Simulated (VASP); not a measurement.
# ZnS (F-43m) in VASP: further runs

The runs below take ZnS through relaxation of cell and atoms, single point, with PBEsol+D3(BJ), PBE-based screened hybrid with 25 % exact exchange, PBEsol, r2SCAN0.

Everything below comes from runs of VASP 6.6.1. Logs are shortened: lines on timing, memory, paths and dates and some standing lists are left out, and cuts for length are marked.

### 1 The cell of the first run

It takes space group F-43m (No. 216, cubic). Conventional cell: a = 5.404 Å, b = 5.404 Å, c = 5.404 Å, α = 90.00°, β = 90.00°, γ = 90.00°. Within 3.1 Å of Zn (site symmetry -43m) lie 4 S at 2.34 Å. Within 3.1 Å of S (site symmetry -43m) lie 4 Zn at 2.34 Å.

### 2 Relaxation of cell and atoms, PBEsol+D3(BJ)

INCAR reads:

```
PREC = Accurate
ENCUT = 600
EDIFF = 1E-6
ISMEAR = -1
SIGMA = 0.05
LREAL = False
LASPH = True
NELM = 80
ALGO = Normal
ISIF = 3
LWAVE = False
LCHARG = False
GGA = PS
IVDW = 12
IBRION = 2
NSW = 60
EDIFFG = -0.01
```

KPOINTS reads:

```
regular mesh
0
Gamma
  9 9 9
```

POSCAR reads:

```
ZnS
1.0
    0.0000000000      2.7020000000      2.7020000000
    2.7020000000      0.0000000000      2.7020000000
    2.7020000000      2.7020000000      0.0000000000
Zn S
1 1
Direct
    0.7500000000      0.7500000000      0.7500000000
    0.0000000000      0.0000000000      0.0000000000
```

Potentials or basis: VASP PAW PBE potentials, release 64 (Zn, S).

On the command line:

```
cat potpaw_PBE.64/Zn/POTCAR potpaw_PBE.64/S/POTCAR > POTCAR
mpirun -np 1 vasp_std > vasp.out
```

OUTCAR:

```text
PREC = Accurate
   ENCUT = 600
   EDIFF = 1E-6
   ISMEAR = -1
   LREAL = False
   LASPH = True
   NELM = 80
   ISIF = 3
   GGA = PS
   IVDW = 12
   IBRION = 2
   NSW = 60
   EDIFFG = -0.01
 IVDW          = 12

 ion  position               nearest neighbor table
   1  0.750  0.750  0.750-   2 2.34   2 2.34   2 2.34   2 2.34
   2  0.000  0.000  0.000-   1 2.34   1 2.34   1 2.34   1 2.34

  LATTYP: Found a face centered cubic cell.
 ALAT       =     5.4040000000

  Lattice vectors:

 A1 = (   0.0000000000,   2.7020000000,   2.7020000000)
 A2 = (   2.7020000000,   0.0000000000,   2.7020000000)
 A3 = (   2.7020000000,   2.7020000000,   0.0000000000)

Analysis of symmetry for initial positions (statically):
=====================================================================
 Subroutine PRICEL returns:
 Original cell was already a primitive cell.

 Routine SETGRP: Setting up the symmetry group for a
 face centered cubic supercell.

 Subroutine GETGRP returns: Found 24 space group operations
 (whereof 24 operations were pure point group operations)
 out of a pool of 48 trial point group operations.

The static configuration has the point symmetry T_d .

Analysis of symmetry for dynamics (positions and initial velocities):
=====================================================================
 Subroutine PRICEL returns:
 Original cell was already a primitive cell.

 Routine SETGRP: Setting up the symmetry group for a
 face centered cubic supercell.

 Subroutine GETGRP returns: Found 24 space group operations
 (whereof 24 operations were pure point group operations)
 out of a pool of 48 trial point group operations.

The dynamic configuration has the point symmetry T_d .

 Subroutine INISYM returns: Found 24 space group operations
 (whereof 24 operations are pure point group operations),
 and found     1 'primitive' translations

----------------------------------------------------------------------------------------

                                     Primitive cell

  volume of cell :      39.4535

  direct lattice vectors                    reciprocal lattice vectors
     0.000000000  2.702000000  2.702000000    -0.185048113  0.185048113  0.185048113
     2.702000000  0.000000000  2.702000000     0.185048113 -0.185048113  0.185048113
     2.702000000  2.702000000  0.000000000     0.185048113  0.185048113 -0.185048113

  length of vectors
     3.821205046  3.821205046  3.821205046     0.320512733  0.320512733  0.320512733

  position of ions in fractional coordinates (direct lattice)
     0.750000000  0.750000000  0.750000000
     0.000000000  0.000000000  0.000000000

  ion indices of the primitive-cell ions
   primitive index   ion index
                 1           1
[... 67 lines left out ...]
   ISPIN  =      1    spin polarized calculation?
   LNONCOLLINEAR =      F non collinear calculations
   LSORBIT =      F    spin-orbit coupling
   LASPH  =      T    aspherical Exc in radial PAW
   ENCUT  =  600.0 eV  44.10 Ry    6.64 a.u.   7.63  7.63  7.63*2*pi/ulx,y,z
   NELM   =     80;   NELMIN=  2; NELMDL= -5     # of ELM steps
   EDIFF  = 0.1E-05   stopping-criterion for ELM
   LREAL  =      F    real-space projection
   EDIFFG = -.1E-01   stopping-criterion for IOM
   NSW    =     60    number of steps for IOM
   IBRION =      2    ionic relax: 0-MD 1-quasi-New 2-CG
   NFREE  =      1    steps in history (QN), initial steepest desc. (CG)
   ISIF   =      3    stress and relaxation
   ISYM   =      2    0-nonsym 1-usesym 2-fastsym
   POTIM  = 0.5000    time-step for ionic-motion
   TEBEG  =    0.0;   TEEND  =   0.0 temperature during run
   PSTRESS=    0.0 pullay stress
   NELECT =      18.0000    total number of electrons
   NUPDOWN=      -1.0000    fix difference up-down
   EMIN   =  10.00;   EMAX   =-10.00  energy-range for DOS
   EFERMI =   0.00;   METHOD = LEGACY
   ISMEAR =    -1;   SIGMA  =   0.05  broadening in eV -4-tet -1-fermi 0-gaus
   EFERMI_NEDOS =   21; number of points for ismear=-14 and -15
   IALGO  =     38    algorithm
   IMIX   =      4    mixing-type and parameters
     AMIX     =   0.40;   BMIX     =  1.00
     AMIX_MAG =   1.60;   BMIX_MAG =  1.00
  volume/ion in A,a.u.               =      19.73       133.12
  Fermi-wavevector in a.u.,A,eV,Ry     =   1.260290  2.381602 21.610537  1.588330
  Thomas-Fermi vector in A             =   2.393807
   LORBIT       =      0    0 simple, 1 ext, 2 COOP (PROOUT), +10 PAW based schemes
   GGA     = PS    functional components
   LHFCALC =     F    Hartree Fock is set to
   AEXX    =    0.0000 exact exchange contribution
   IVDW    =    12    specifies the selected vdW correction
   LEPSILON=     F    determine dielectric tensor
   LRPA    =     F    only Hartree local field effects (RPA)
 conjugate gradient relaxation of ions
 non-spin polarized calculation
  energy-cutoff  :      600.00
  volume of cell :       39.45
 maximum number of plane-waves:      1363
   NGX = 15   NGY = 15   NGZ = 15

--------------------------------------- Ionic step        1  -------------------------------------------

 number of electron      17.9999998 magnetization

 Free energy of the ion-electron system (eV)
  ---------------------------------------------------
  ext. energy  EPLUGINS =         0.00000000
  ---------------------------------------------------
  free energy    TOTEN  =        -7.58386512 eV

  energy without entropy =       -7.58386512  energy(sigma->0) =       -7.58386512

 E-fermi :   2.9697     XC(G=0):  -9.8501

 val. band max:        2.0123647333   @ k =   0.0000   0.0000   0.0000
 cond. band min:       3.9904217515   @ k =   0.0000   0.0000   0.0000
 fundamental gap:      1.9780570182
 Fermi energy:         2.9696568020

 k-point     1 :       0.0000    0.0000    0.0000
  band No.  band energies     occupation
      1     -11.1421      2.00000
      2      -4.3593      2.00000
      3      -4.3592      2.00000
      4      -4.3592      2.00000
      5      -3.8600      2.00000
      6      -3.8600      2.00000
      7       2.0124      2.00000
      8       2.0124      2.00000
      9       2.0124      2.00000
     10       3.9904      0.00000
     11       8.3207      0.00000
     12       8.3208      0.00000
     13       8.3208      0.00000
[... 447 lines left out ...]
--------------------------------------- Ionic step        3  -------------------------------------------

 number of electron      17.9999993 magnetization

 Free energy of the ion-electron system (eV)
  ---------------------------------------------------
  ext. energy  EPLUGINS =         0.00000000
  ---------------------------------------------------
  free energy    TOTEN  =        -7.58192203 eV

  energy without entropy =       -7.58192203  energy(sigma->0) =       -7.58192203

 E-fermi :   3.4775     XC(G=0): -10.0934

 val. band max:        2.5085665764   @ k =   0.0000   0.0000   0.0000
 cond. band min:       4.7119517080   @ k =   0.0000   0.0000   0.0000
 fundamental gap:      2.2033851316
 Fermi energy:         3.4774636132

 k-point     1 :       0.0000    0.0000    0.0000
  band No.  band energies     occupation
      1     -11.0217      2.00000
      2      -4.0874      2.00000
      3      -4.0874      2.00000
      4      -4.0874      2.00000
      5      -3.5255      2.00000
      6      -3.5255      2.00000
      7       2.5086      2.00000
      8       2.5086      2.00000
      9       2.5086      2.00000
     10       4.7120      0.00000
     11       8.7752      0.00000
     12       8.7752      0.00000
     13       8.7752      0.00000
[... 401 lines left out ...]
  FREE ENERGIE OF THE ION-ELECTRON SYSTEM (eV)
  ---------------------------------------------------
  free  energy   TOTEN  =        -8.1273119588 eV

  energy  without entropy=       -8.1273119587  energy(sigma->0) =       -8.12731196

 reached required accuracy - stopping structural energy minimisation
```

It used 110 s of CPU time on 1 thread of AMD EPYC 7R13 Processor (Zen 3), on a shared host.

Results:

```yaml
Free_energy: -8.1273 eV
Relaxed_volume: 18.74 Å³/atom
Relaxed_cell: a = 3.756 Å, b = 3.756 Å, c = 3.756 Å, α = 60.00°, β = 60.00°, γ = 60.00°
Space_group_after_relaxing_to_0.1_Å: F-43m (No. 216)
Energy_gained_by_relaxing: 12.5 meV/atom
Ionic_steps: 3
Pressure_after_relaxing: 0.0 GPa
Band_gap_on_the_k_mesh: 2.20 eV
Dispersion_energy_per_atom: -0.273 eV
```

The path:
```tsv
step	energy change (eV)	largest force (eV/Å)	pressure (GPa)	volume (Å³)
1	0.0000	0.0000	-3.82	39.45
2	-0.0221	0.0000	1.66	36.83
3	-0.0251	0.0000	0.01	37.47
```

Final structure:
```
CELL_PARAMETERS angstrom
0.00000 2.65601 2.65601
2.65601 0.00000 2.65601
2.65601 2.65601 0.00000
ATOMIC_POSITIONS crystal
Zn 0.75000 0.75000 0.75000
S 0.00000 0.00000 0.00000
```

Caveat: the PAW data sets were made with another functional, which shifts forces and pressure a little. Expect the measured gap to be larger: semilocal functionals such as PBEsol lack the derivative discontinuity.

### 3 Single point, PBE-based screened hybrid with 25 % exact exchange

This run uses another cell than the first one, of 18.54 Å³/atom.

POSCAR reads:

```
ZnS
1.0
    0.0000000000      2.6468416657      2.6468416657
    2.6468416657      0.0000000000      2.6468416657
    2.6468416657      2.6468416657      0.0000000000
Zn S
1 1
Direct
    0.7500000000      0.7500000000      0.7500000000
    0.0000000000      0.0000000000      0.0000000000
```

INCAR.step1 reads:

```
PREC     = Accurate       # precision mode
ENCUT    = 520            # plane-wave cutoff, eV
EDIFF    = 1E-5           # SCF threshold, eV
ISMEAR   = -1             # smearing method
SIGMA    = 0.05           # smearing width, eV
LREAL    = F              # projectors in reciprocal space
LASPH    = T              # aspherical terms in the spheres
NELM     = 100            # most SCF steps
ALGO     = Normal         # electronic algorithm
ISIF     = 2              # what is computed and relaxed
LWAVE    = T              # write WAVECAR
LCHARG   = F              # write CHGCAR
NBANDS   = 16             # bands
GGA      = PE             # functional
```

INCAR.step2 reads:

```
PREC     = Accurate       # precision mode
ENCUT    = 520            # plane-wave cutoff, eV
EDIFF    = 1E-6           # SCF threshold, eV
ISMEAR   = -1             # smearing method
SIGMA    = 0.05           # smearing width, eV
LREAL    = F              # projectors in reciprocal space
LASPH    = T              # aspherical terms in the spheres
NELM     = 100            # most SCF steps
ALGO     = Normal         # electronic algorithm
ISIF     = 2              # what is computed and relaxed
LWAVE    = F              # write WAVECAR
LCHARG   = F              # write CHGCAR
GGA      = PE             # functional
LHFCALC  = T              # exact exchange
AEXX     = 0.25           # exact-exchange fraction
HFSCREEN = 0.3            # screening, 1/A
PRECFOCK = Normal       
NBANDS   = 16             # bands
ISTART   = 1
```

KPOINTS reads:

```
Automatic mesh
0
Gamma
  5 5 5
```

Potentials or basis: VASP PAW PBE potentials, release 64 (Zn, S).

On the command line:

```
cat potpaw_PBE.64/Zn/POTCAR potpaw_PBE.64/S/POTCAR > POTCAR
cp INCAR.step1 INCAR
mpirun -np 1 vasp_std > vasp.out
cp INCAR.step2 INCAR
mpirun -np 1 vasp_std > vasp.out
```

OUTCAR:

```text
PREC = Accurate
   ENCUT = 520
   EDIFF = 1E-6
   ISMEAR = -1
   LREAL = F
   LASPH = T
   NELM = 100
   ISIF = 2
   GGA = PE
   LHFCALC = T
   AEXX = 0.25
   HFSCREEN = 0.3
   PRECFOCK = Normal
   ISTART = 1

 ion  position               nearest neighbor table
   1  0.750  0.750  0.750-   2 2.29   2 2.29   2 2.29   2 2.29
   2  0.000  0.000  0.000-   1 2.29   1 2.29   1 2.29   1 2.29

  LATTYP: Found a face centered cubic cell.
 ALAT       =     5.2936833314

  Lattice vectors:

 A1 = (   0.0000000000,   2.6468416657,   2.6468416657)
 A2 = (   2.6468416657,   0.0000000000,   2.6468416657)
 A3 = (   2.6468416657,   2.6468416657,   0.0000000000)

Analysis of symmetry for initial positions (statically):
=====================================================================
 Subroutine PRICEL returns:
 Original cell was already a primitive cell.

 Routine SETGRP: Setting up the symmetry group for a
 face centered cubic supercell.
[... 153 lines left out ...]
  ext. energy  EPLUGINS =         0.00000000
  ---------------------------------------------------
  free energy    TOTEN  =        -8.08638229 eV

  energy without entropy =       -8.08638229  energy(sigma->0) =       -8.08638229

 E-fermi :   3.0921     XC(G=0):  -8.3433

 val. band max:        2.0918881271   @ k =   0.0000   0.0000   0.0000
 cond. band min:       5.5129137963   @ k =   0.0000   0.0000   0.0000
 fundamental gap:      3.4210256693
 Fermi energy:         3.0920523128

 k-point     1 :       0.0000    0.0000    0.0000
  band No.  band energies     occupation
      1     -12.6183      2.00000
      2      -5.9287      2.00000
      3      -5.9287      2.00000
      4      -5.9287      2.00000
      5      -5.4133      2.00000
      6      -5.4133      2.00000
[... 167 lines left out ...]
      3      -5.6879      2.00000
      4      -5.5101      2.00000
      5      -5.3950      2.00000
      6      -5.0599      2.00000
[... 8 lines left out ...]
     15      17.0523      0.00000
     16      19.5177      0.00000

------------------------ aborting loop because EDIFF is reached ----------------------------------------

  FORCE on cell =-STRESS in cart. coord.  units (eV):
  Direction    XX          YY          ZZ          XY          YZ          ZX
  --------------------------------------------------------------------------------------
  -------------------------------------------------------------------------------------
  Total        1.5521780      1.5521780      1.5521780      0.0000000      0.0000000      0.0000000
  in kB       67.0560887     67.0560887     67.0560887      0.0000000      0.0000000      0.0000000
  external PRESSURE =      67.0560887 kB  Pullay stress =       0.0000000 kB

 VOLUME and BASIS-vectors are now :
 -----------------------------------------------------------------------------
  energy-cutoff  :      520.00
  volume of cell :       37.09
      direct lattice vectors                 reciprocal lattice vectors
     0.000000000  2.646841666  2.646841666    -0.188904386  0.188904386  0.188904386
     2.646841666  0.000000000  2.646841666     0.188904386 -0.188904386  0.188904386
     2.646841666  2.646841666  0.000000000     0.188904386  0.188904386 -0.188904386

 POSITION                                       TOTAL-FORCE (eV/Angst)
 -----------------------------------------------------------------------------------
      3.97026      3.97026      3.97026         0.000000      0.000000      0.000000
      0.00000      0.00000      0.00000        -0.000000     -0.000000     -0.000000
 -----------------------------------------------------------------------------------
    total drift:                                0.000134      0.000106      0.000059

  FREE ENERGIE OF THE ION-ELECTRON SYSTEM (eV)
  ---------------------------------------------------
  free  energy   TOTEN  =        -8.0863822912 eV

  energy  without entropy=       -8.0863822911  energy(sigma->0) =       -8.08638229
```

OUTCAR.step1:

```text
PREC = Accurate
   ENCUT = 520
   EDIFF = 1E-5
   ISMEAR = -1
   LREAL = F
[... 394 lines left out ...]
      3.97026      3.97026      3.97026         0.000000      0.000000     -0.000000
      0.00000      0.00000      0.00000        -0.000000     -0.000000      0.000000
 -----------------------------------------------------------------------------------
    total drift:                                0.000002      0.000002      0.000002

  FREE ENERGIE OF THE ION-ELECTRON SYSTEM (eV)
  ---------------------------------------------------
  free  energy   TOTEN  =        -6.7700058059 eV

  energy  without entropy=       -6.7700058058  energy(sigma->0) =       -6.77000581
```

Wall time 38 min (1 thread of AMD EPYC 7R13 (Zen 3), shared host); peak memory 0.23 GiB.

What came out:

* Free energy: -8.0864 eV
* Pressure: 6.7 GPa
* Band gap on the k mesh: 3.42 eV

Caveat: the cell stands under pressure; the PAW data sets were made with another functional, which shifts forces and pressure a little.

(Continued in part 2 of 2.)
